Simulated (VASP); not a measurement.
Set up this calculation in VASP 6.6.1, as the native input.

| Quantity | Value |
| --- | --- |
| Task | single point |
| Functional | PBE |
| Potentials or basis | VASP PAW PBE potentials, release 64 (Hf_pv, O) |
| Cutoff | 520 eV |
| k mesh | 6 × 6 × 3 |
| Occupations | gaussian, width 0.05 eV |
| Spin | no spin polarisation |
| Dipole correction | no |
| Further INCAR settings | ALGO = Normal; EDIFF = 1e-06; NBANDS = 56 |

The structure of HfO2 lies in POSCAR:

```
HfO2
1.0
   -2.5488057606     -2.5488057606      0.0000000000
    2.5488057606     -2.5488057606      0.0000000000
   -0.8497718406      0.0000000000     10.1952230425
Hf O
4 8
Direct
    0.4687437500      0.5312562500      0.1875000000
   -0.0729312500      0.0729312500      0.4375000000
    0.3853937500      0.6146062500      0.6875000000
   -0.1562812500      0.1562812500      0.9375000000
    0.4895812500      0.0104187500      0.0625000000
   -0.0520937500      0.5520937500      0.3125000000
    0.4062312500      0.0937687500      0.5625000000
   -0.1354437500      0.6354437500      0.8125000000
    0.4479062500      0.0520937500      0.3125000000
   -0.0937687500      0.5937687500      0.5625000000
    0.3645562500      0.1354437500      0.8125000000
   -0.0104187500      0.5104187500      0.0625000000
```

This cell differs from its parent crystal: the part above a cut slid along it.

One way to write it, as run:

INCAR

```
PREC = Accurate ; ENCUT = 520
EDIFF = 1E-6 ; ISMEAR = 0
SIGMA = 0.05 ; LREAL = False
LASPH = True ; NELM = 60
ALGO = Normal ; ISIF = 2
LWAVE = False ; LCHARG = True
GGA = PE ; LELF = True
LVHAR = True ; NBANDS = 56
```

KPOINTS

```
regular mesh
0
Gamma
  6 6 3
```

Potentials or basis: VASP PAW PBE potentials, release 64 (Hf_pv, O).

Run with:

```sh
$ cat potpaw_PBE.64/Hf_pv/POTCAR potpaw_PBE.64/O/POTCAR > POTCAR
$ mpirun -np 1 vasp_std > vasp.out
```

It gave:

```
Pressure               : 5.0 GPa
Largest force          : 8.234 eV/Å
Band gap on the k mesh : 3.08 eV (least direct gap 3.30 eV)
```

Caveat: the cell differs from its parent crystal (the part above a cut slid along it); the cell stands under pressure; spin-orbit coupling is left out, which moves the levels of the heavy elements; forces of over 1 eV/Å act on the atoms, so gaps and moduli don't describe the material at rest.

Wall time 4.6 min on 1 thread of Intel(R) Xeon(R) Platinum 8488C (Sapphire Rapids), with other jobs on the host, peak memory 0.34 GiB.
